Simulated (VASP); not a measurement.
## NbRu3: single point with LDA

The system is NbRu3.

```
CELL_PARAMETERS angstrom
3.86702 0.00000 0.00000
0.00000 3.86702 0.00000
0.00000 0.00000 3.86702
ATOMIC_POSITIONS crystal
Nb 0.00000 0.00000 0.00000
Ru 0.00000 0.50000 0.50000
Ru 0.50000 0.00000 0.50000
Ru 0.50000 0.50000 0.00000
```

```
Program                : VASP 6.6.1
Task                   : single point
Functional             : LDA
Potentials or basis    : VASP PAW LDA potentials, release 64 (Nb_sv, Ru_pv)
Cutoff                 : 520 eV
k mesh                 : 9 × 9 × 9
Occupations            : fermi-dirac, width 0.05 eV
Spin                   : no spin polarisation
Dipole correction      : no
Further INCAR settings : ALGO = Normal; EDIFF = 1e-06; NBANDS = 36
```

| Item | Value |
| --- | --- |
| Pressure | -8.3 GPa |
| Band gap on the k mesh | zero (an odd number of electrons rules out a gap without spin polarisation) |

Levels at points of the mesh, in eV from the Fermi level:
| k point | band 26 | band 27 | band 28 | band 29 | band 30 | band 31 |
| --- | --- | --- | --- | --- | --- | --- |
| (0.00, 0.00, 0.00) | 1.82 | 2.35 | 2.35 | 2.35 | 3.69 | 3.69 |

Run time: 34 s on 1 thread of Intel(R) Xeon(R) 6975P-C (Granite Rapids), with other jobs on the host, peak memory 0.18 GiB.

Caveat: the cell stands under tension.
